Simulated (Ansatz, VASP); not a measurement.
## One calculation of GaSb, two programs

```
Ga Sb
1.0
     0.00000    3.05900    3.05900
     3.05900    0.00000    3.05900
     3.05900    3.05900    0.00000
Ga Sb
1 1
Cartesian
  0.0000 0.0000 0.0000
  1.5295 1.5295 1.5295
```

Alike in both runs: task single point; functional r2SCAN; k mesh 6 × 6 × 6; occupations gaussian, width 0.1 eV; no spin polarisation.

|  | VASP | Ansatz |
| --- | --- | --- |
| version | VASP 6.6.1 | Ansatz 0.2.0 |
| potentials or method | VASP PAW PBE potentials, release 64 (Ga_d, Sb), cutoff 520 eV | scalar-relativistic, plane waves, PAW |
| valence electrons in the cell | 18 | 28 |

```tsv
	VASP	Ansatz	Ansatz less VASP
gap on the k mesh at the Fermi level (eV)	0.45	0.47	+0.016
least direct gap on the mesh (eV)	0.45	0.47	+0.016
pressure (GPa)	0.5	0.4	-0.09
```

VASP's potentials were made for PBE, not for r2SCAN. VASP's potentials hold 18 valence electrons a cell and Ansatz's 28, so a difference there can come from the potentials and not from the codes.

Neither program's run includes spin-orbit coupling.
